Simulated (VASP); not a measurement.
# Co (P6_3/mmc) in VASP: relaxation of volume and atoms at fixed shape with LDA

Aim: the relaxation of volume and atoms at fixed shape of Co with LDA.

All numbers are computed with VASP 6.6.1; they aren't measurements. Logs are shortened: lines on timing, memory, paths and dates and some standing lists are left out, and cuts for length are marked.

**1. The cell of the first run**

Symmetry: P6_3/mmc, No. 194, hexagonal system. Conventional cell: a = 2.507 Å, b = 2.507 Å, c = 4.070 Å, α = 90.00°, β = 90.00°, γ = 120.00°. Within 3.3 Å of Co (site symmetry -6m2) lie 12 Co at 2.50 to 2.51 Å.

**2. Relaxation of volume and atoms at fixed shape, LDA, collinear spin, ferromagnetic start**

File INCAR:

```
PREC = Accurate ; ENCUT = 600
EDIFF = 1E-7 ; ISMEAR = 0
SIGMA = 0.05 ; LREAL = F
LASPH = T ; NELM = 200
ALGO = Normal ; ISIF = 8
LWAVE = F ; LCHARG = F
ISPIN = 2 ; MAGMOM = 2.5 2.5
LORBIT = 11 ; LMAXMIX = 4
IBRION = 2 ; NSW = 60
EDIFFG = -0.01 ; GGA_COMPAT = F
NELMIN = 4
```

File KPOINTS:

```
Automatic mesh
0
Gamma
  10 10 6
```

File POSCAR:

```
Co
1.0
    2.5074000000      0.0000000000      0.0000000000
   -1.2537000000      2.1714721000      0.0000000000
    0.0000000000      0.0000000000      4.0699000000
Co
2
Direct
    0.3333333341      0.6666666682      0.2500000000
    0.6666666659      0.3333333318      0.7500000000
```

Potentials or basis: VASP PAW LDA potentials, release 64 (Co_sv).

Started as:

```sh
cat potpaw_LDA.64/Co_sv/POTCAR > POTCAR
mpirun -np 1 vasp_std > vasp.out
```

OUTCAR:

```text
PREC = Accurate
   ENCUT = 600
   EDIFF = 1E-7
   ISMEAR = 0
   LREAL = F
   LASPH = T
   NELM = 200
   ISIF = 8
   ISPIN = 2
   LORBIT = 11
   IBRION = 2
   NSW = 60
   EDIFFG = -0.01
   NELMIN = 4

 ion  position               nearest neighbor table
   1  0.333  0.667  0.250-   2 2.50   2 2.50   2 2.50   2 2.50   2 2.50   2 2.50
   2  0.667  0.333  0.750-   1 2.50   1 2.50   1 2.50   1 2.50   1 2.50   1 2.50

  LATTYP: Found a hexagonal cell.
 ALAT       =     2.5074000000
 C/A-ratio  =     1.6231554598

  Lattice vectors:

 A1 = (   2.5074000000,   0.0000000000,   0.0000000000)
 A2 = (  -1.2537000000,   2.1714721000,   0.0000000000)
 A3 = (   0.0000000000,   0.0000000000,   4.0699000000)

Analysis of symmetry for initial positions (statically):
=====================================================================
 Subroutine PRICEL returns:
 Original cell was already a primitive cell.

 Routine SETGRP: Setting up the symmetry group for a
 hexagonal supercell.

 Subroutine GETGRP returns: Found 24 space group operations
 (whereof 12 operations were pure point group operations)
 out of a pool of 24 trial point group operations.

The static configuration has the point symmetry D_3d.
 The point group associated with its full space group is D_6h.

Analysis of symmetry for dynamics (positions and initial velocities):
=====================================================================
 Subroutine PRICEL returns:
 Original cell was already a primitive cell.

 Routine SETGRP: Setting up the symmetry group for a
 hexagonal supercell.

 Subroutine GETGRP returns: Found 24 space group operations
 (whereof 12 operations were pure point group operations)
 out of a pool of 24 trial point group operations.

The dynamic configuration has the point symmetry D_3d.
 The point group associated with its full space group is D_6h.

Analysis of structural, dynamic, and magnetic symmetry:
=====================================================================
 Subroutine PRICEL returns:
 Original cell was already a primitive cell.

 Routine SETGRP: Setting up the symmetry group for a
 hexagonal supercell.

 Subroutine GETGRP returns: Found 24 space group operations
 (whereof 12 operations were pure point group operations)
 out of a pool of 24 trial point group operations.

The overall configuration has the point symmetry D_3d.
 The point group associated with its full space group is D_6h.

 Subroutine INISYM returns: Found 24 space group operations
 (whereof 12 operations are pure point group operations),
 and found     1 'primitive' translations

----------------------------------------------------------------------------------------

                                     Primitive cell

  volume of cell :      22.1596

  direct lattice vectors                    reciprocal lattice vectors
     2.507400000  0.000000000  0.000000000     0.398819494  0.230258542  0.000000000
    -1.253700000  2.171472100  0.000000000     0.000000000  0.460517084  0.000000000
     0.000000000  0.000000000  4.069900000     0.000000000  0.000000000  0.245706283

  length of vectors
     2.507400000  2.507400002  4.069900000     0.460517085  0.460517084  0.245706283

  position of ions in fractional coordinates (direct lattice)
     0.333333334  0.666666668  0.250000000
     0.666666666  0.333333332  0.750000000

  ion indices of the primitive-cell ions
   primitive index   ion index
                 1           1
                 2           2

----------------------------------------------------------------------------------------

 KPOINTS: Automatic mesh

Automatic generation of k-mesh.
 Grid dimensions read from file:
 generate k-points for:   10   10    6

 Generating k-lattice:

  Cartesian coordinates                     Fractional coordinates (reciprocal lattice)
     0.039881949  0.023025854  0.000000000     0.100000000  0.000000000  0.000000000
     0.000000000  0.046051708  0.000000000     0.000000000  0.100000000  0.000000000
     0.000000000  0.000000000  0.040951047     0.000000000  0.000000000  0.166666667

  Length of vectors
     0.046051708  0.046051708  0.040951047

  Shift w.r.t. Gamma in fractional coordinates (k-lattice)
     0.000000000  0.000000000  0.000000000

 Subroutine IBZKPT returns following result:
 ===========================================

 Found     56 irreducible k-points:

 Following reciprocal coordinates:
            Coordinates               Weight
  0.000000  0.000000  0.000000      1.000000
  0.100000  0.000000  0.000000      6.000000
  0.200000  0.000000  0.000000      6.000000
  0.300000  0.000000  0.000000      6.000000
  0.400000 -0.000000  0.000000      6.000000
  0.500000  0.000000  0.000000      3.000000
[... 16 lines left out ...]
  0.300000  0.100000  0.166667     24.000000
  0.400000  0.100000  0.166667     24.000000
 [... further k-points ...]
   k-points           NKPTS =     56   k-points in BZ     NKDIM =     56   number of bands    NBANDS=     24
   number of dos      NEDOS =    301   number of ions     NIONS =      2
   total plane-waves  NPLWV =  14400
   dimension x,y,z NGX =    20 NGY =   20 NGZ =   36
   dimension x,y,z NGXF=    40 NGYF=   40 NGZF=   72
   ions per type =               2
   NGX,Y,Z   is equivalent  to a cutoff of  13.26, 13.26, 14.71 a.u.
   NGXF,Y,Z  is equivalent  to a cutoff of  26.52, 26.52, 29.41 a.u.
 SYSTEM =  unknown system
   PREC   = accura    normal or accurate (medium, high low for compatibility)
   ISTART =      0    job   : 0-new  1-cont  2-samecut
   ICHARG =      2    charge: 1-file 2-atom 10-const
   ISPIN  =      2    spin polarized calculation?
   LNONCOLLINEAR =      F non collinear calculations
   LSORBIT =      F    spin-orbit coupling
   LASPH  =      T    aspherical Exc in radial PAW
   ENCUT  =  600.0 eV  44.10 Ry    6.64 a.u.   5.01  5.01  8.13*2*pi/ulx,y,z
   NELM   =    200;   NELMIN=  4; NELMDL= -5     # of ELM steps
   EDIFF  = 0.1E-06   stopping-criterion for ELM
   LREAL  =      F    real-space projection
   EDIFFG = -.1E-01   stopping-criterion for IOM
   NSW    =     60    number of steps for IOM
   IBRION =      2    ionic relax: 0-MD 1-quasi-New 2-CG
   NFREE  =      1    steps in history (QN), initial steepest desc. (CG)
   ISIF   =      8    stress and relaxation
   ISYM   =      2    0-nonsym 1-usesym 2-fastsym
   POTIM  = 0.5000    time-step for ionic-motion
   TEBEG  =    0.0;   TEEND  =   0.0 temperature during run
   PSTRESS=    0.0 pullay stress
   NELECT =      34.0000    total number of electrons
   NUPDOWN=      -1.0000    fix difference up-down
   EMIN   =  10.00;   EMAX   =-10.00  energy-range for DOS
   EFERMI =   0.00;   METHOD = LEGACY
   ISMEAR =     0;   SIGMA  =   0.05  broadening in eV -4-tet -1-fermi 0-gaus
   EFERMI_NEDOS =   21; number of points for ismear=-14 and -15
   IALGO  =     38    algorithm
   IMIX   =      4    mixing-type and parameters
     AMIX     =   0.40;   BMIX     =  1.00
     AMIX_MAG =   1.60;   BMIX_MAG =  1.00
  volume/ion in A,a.u.               =      11.08        74.77
  Fermi-wavevector in a.u.,A,eV,Ry     =   1.888197  3.568175 48.508678  3.565287
  Thomas-Fermi vector in A             =   2.930067
   LORBIT       =     11    0 simple, 1 ext, 2 COOP (PROOUT), +10 PAW based schemes
   GGA     = CA    functional components
   LHFCALC =     F    Hartree Fock is set to
   AEXX    =    0.0000 exact exchange contribution
   IVDW    =     0    specifies the selected vdW correction
   LEPSILON=     F    determine dielectric tensor
   LRPA    =     F    only Hartree local field effects (RPA)
 conjugate gradient relaxation of ions
 spin polarized calculation
 Gauss-broadening in eV      SIGMA  =   0.05
  energy-cutoff  :      600.00
  volume of cell :       22.16
 maximum number of plane-waves:       764
 NGX is ok and might be reduce to    20
   NGX =  9   NGY =  9   NGZ = 17

--------------------------------------- Ionic step        1  -------------------------------------------

 number of electron      34.0000043 magnetization       3.2741018

 Free energy of the ion-electron system (eV)
  ---------------------------------------------------
  ext. energy  EPLUGINS =         0.00000000
  ---------------------------------------------------
  free energy    TOTEN  =       -16.18170020 eV

  energy without entropy =      -16.17852274  energy(sigma->0) =      -16.18011147

------------------------ aborting loop because EDIFF is reached ----------------------------------------

  FORCE on cell =-STRESS in cart. coord.  units (eV):
  Direction    XX          YY          ZZ          XY          YZ          ZX
  --------------------------------------------------------------------------------------
  -------------------------------------------------------------------------------------
  Total       -3.2517456     -3.2517456     -3.5432027     -0.0000000      0.0000000      0.0000000
  in kB     -235.1069853   -235.1069858   -256.1798521     -0.0000000      0.0000000      0.0000000
  external PRESSURE =    -242.1312744 kB  Pullay stress =       0.0000000 kB
[... 247 lines left out ...]
  energy  without entropy=      -16.2147296744  energy(sigma->0) =      -16.21881435

--------------------------------------- Ionic step        8  -------------------------------------------

 number of electron      34.0000035 magnetization      -0.0011693

 Free energy of the ion-electron system (eV)
  ---------------------------------------------------
  ext. energy  EPLUGINS =         0.00000000
  ---------------------------------------------------
  free energy    TOTEN  =       -16.22342068 eV

  energy without entropy =      -16.21528285  energy(sigma->0) =      -16.21935176

 E-fermi :  13.7686     XC(G=0): -15.1614

 val. band max:       13.7612170546   @ k =   0.3000   0.1000   0.1667
 cond. band min:      13.7740648929   @ k =   0.4000   0.1000   0.1667
 fundamental gap:      0.0128478383
 Fermi energy:        13.7685744354

 spin component 1

 k-point     1 :       0.0000    0.0000    0.0000
  band No.  band energies     occupation
      1     -80.5650      1.00000
      2     -80.4599      1.00000
      3     -44.6353      1.00000
      4     -44.1753      1.00000
      5     -44.1753      1.00000
      6     -44.1003      1.00000
[... 637 lines left out ...]
     23      28.2394      0.00000
     24      29.4489      0.00000

 [... further k-points ...]

 spin component 2

 k-point     1 :       0.0000    0.0000    0.0000
  band No.  band energies     occupation
      1     -80.5657      1.00000
      2     -80.4606      1.00000
      3     -44.6360      1.00000
      4     -44.1760      1.00000
      5     -44.1760      1.00000
      6     -44.1010      1.00000
[... 637 lines left out ...]
     23      28.2392      0.00000
     24      29.4487      0.00000

 [... further k-points ...]

------------------------ aborting loop because EDIFF is reached ----------------------------------------

  FORCE on cell =-STRESS in cart. coord.  units (eV):
  Direction    XX          YY          ZZ          XY          YZ          ZX
  --------------------------------------------------------------------------------------
  -------------------------------------------------------------------------------------
  Total       -0.0203426     -0.0203426     -0.0066391      0.0000000      0.0000000      0.0000000
  in kB       -1.7054808     -1.7054808     -0.5566116      0.0000000      0.0000000      0.0000000
  external PRESSURE =      -1.3225244 kB  Pullay stress =       0.0000000 kB
[... 17 lines left out ...]
  FREE ENERGIE OF THE ION-ELECTRON SYSTEM (eV)
  ---------------------------------------------------
  free  energy   TOTEN  =       -16.2234206801 eV

  energy  without entropy=      -16.2152828480  energy(sigma->0) =      -16.21935176

 reached required accuracy - stopping structural energy minimisation

 total charge

# of ion       s       p       d       tot
------------------------------------------
    1        2.274   6.153   6.749  15.176
    2        2.274   6.153   6.749  15.176
--------------------------------------------------
tot          4.547  12.306  13.499  30.352

 magnetization (x)

# of ion       s       p       d       tot
------------------------------------------
    1        0.000   0.000  -0.001  -0.001
    2        0.000   0.000  -0.001  -0.001
--------------------------------------------------
tot          0.000   0.000  -0.002  -0.002
```

It took 4.4 min on 1 thread of Intel Xeon Platinum 8488C (Sapphire Rapids), shared host; peak memory 0.18 GiB.

What came out:

- Free energy: -16.2234 eV
- Relaxed volume: 9.56 Å³/atom
- Relaxed cell: a = 2.387 Å, b = 2.387 Å, c = 3.874 Å, α = 90.00°, β = 90.00°, γ = 120.00°
- Space group after relaxing (to 0.1 Å): P6_3/mmc (No. 194)
- Energy gained by relaxing: 20.9 meV/atom
- Ionic steps: 8
- Pressure after relaxing: -0.1 GPa
- Band gap on the k mesh: zero (filled and empty bands overlap)
- Net moment: 0.00 μB per cell
- Valence electrons inside the program's atomic spheres: Co 15.18

Stress tensor (GPa, compression positive):
```
-0.17  0.00  0.00
 0.00 -0.17  0.00
 0.00  0.00 -0.06
```

Step by step:
| step | energy change (eV) | largest force (eV/Å) | pressure (GPa) | volume (Å³) |
| --- | --- | --- | --- | --- |
| 1 | 0.0000 | 0.0000 | -24.21 | 22.16 |
| 2 | 0.1962 | 0.0000 | 43.53 | 17.21 |
| 3 | 0.0093 | 0.0000 | -15.35 | 20.12 |
| 4 | -0.0408 | 0.0000 | -2.27 | 19.24 |
| 5 | -0.0417 | 0.0000 | -0.18 | 19.11 |
| 6 | -0.0415 | 0.0000 | 1.05 | 19.05 |
| 7 | -0.0412 | 0.0000 | -1.73 | 19.21 |
| 8 | -0.0417 | 0.0000 | -0.13 | 19.11 |

Final structure:
```
Co
1.0
     2.38667    0.00000    0.00000
    -1.19334    2.06692    0.00000
     0.00000    0.00000    3.87394
Co
2
Direct
  0.33333 0.66667 0.25000
  0.66667 0.33333 0.75000
```

Levels at points of the mesh, in eV from the Fermi level:
Spin up:
| k point | band 15 | band 16 | band 17 | band 18 | band 19 | band 20 |
| --- | --- | --- | --- | --- | --- | --- |
| (0.00, 0.00, 0.00) | -1.78 | -1.28 | -1.28 | -0.25 | 0.11 | 0.11 |
| (0.50, 0.00, 0.00) | -1.73 | 0.28 | 0.40 | 0.47 | 2.16 | 4.37 |
| (0.00, 0.00, 0.50) | -2.26 | -2.26 | -0.28 | -0.28 | -0.28 | -0.28 |
| (0.50, 0.00, 0.50) | -0.43 | -0.43 | 0.39 | 0.39 | 2.01 | 2.01 |
Spin down:
```tsv
k point	band 14	band 15	band 16	band 17	band 18	band 19	band 20	band 21
(0.00, 0.00, 0.00)	-1.78	-1.78	-1.29	-1.29	-0.25	0.11	0.11	7.86
(0.50, 0.00, 0.00)	-2.16	-1.73	0.28	0.40	0.47	2.16	4.37	10.83
(0.00, 0.00, 0.50)	-2.26	-2.26	-2.26	-0.28	-0.28	-0.28	-0.28	16.51
(0.50, 0.00, 0.50)	-1.15	-0.43	-0.43	0.39	0.39	2.01	2.01	8.82
```

LDA usually gives volumes a few per cent too small. Zero-point motion and thermal expansion aren't in these numbers.
